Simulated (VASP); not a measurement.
## Ru: single point with PBE

The system is Ru.

```
Ru
1.0
     2.19939   -2.51989    0.00000
     2.19939    2.51989    0.00000
     0.00000    0.00000    8.13964
Ru
6
Cartesian
  -0.0001 1.0331 4.7480
  2.1994 -1.4868 7.4615
  2.1994 1.4868 0.6782
  -0.0001 -1.0331 3.3917
  2.1994 -1.4871 2.0349
  2.1994 1.4871 6.1047
```

```
Program             : VASP 6.6.1
Task                : single point
Functional          : PBE
Potentials or basis : VASP PAW PBE potentials, release 64 (Ru_pv)
Cutoff              : 520 eV
k mesh              : 6 × 6 × 4
Occupations         : gaussian, width 0.1 eV
Spin                : no spin polarisation
```

```
Pressure               : 0.0 GPa
Largest force          : 0.010 eV/Å
Band gap on the k mesh : zero (band 42 reaches 11.85 eV, above the bottom of band 43 at 10.85 eV)
```

Forces on the atoms (eV/Å):
```
Ru   0.000  0.009  0.002
Ru   0.000  0.009 -0.002
Ru   0.000 -0.009  0.002
Ru   0.000 -0.009 -0.002
Ru   0.000  0.010  0.000
Ru   0.000 -0.010  0.000
```

Stress tensor (GPa, compression positive):
```
-0.06  0.00  0.00
 0.00  0.30  0.00
 0.00  0.00 -0.16
```

Levels at points of the mesh, in eV from the Fermi level:
```
           k point  band 40  band 41  band 42  band 43  band 44  band 45
(0.00, 0.00, 0.00)    -0.17     0.02     0.02     0.75     0.83     0.83
(0.50, 0.00, 0.00)    -1.04    -0.18    -0.02     0.25     0.25     1.20
(0.50, 0.50, 0.00)    -0.38    -0.28    -0.27    -0.24    -0.24     0.20
(0.00, 0.00, 0.50)    -0.88    -0.60    -0.60     0.54     0.54     0.59
(0.50, 0.00, 0.50)    -0.64     0.53     0.53     0.97     0.97     1.22
(0.50, 0.50, 0.50)    -0.91    -0.58    -0.58    -0.39    -0.39    -0.22
```

It took 88 s on 1 thread of Intel(R) Xeon(R) 6975P-C (Granite Rapids), with other jobs on the host, peak memory 0.28 GiB.
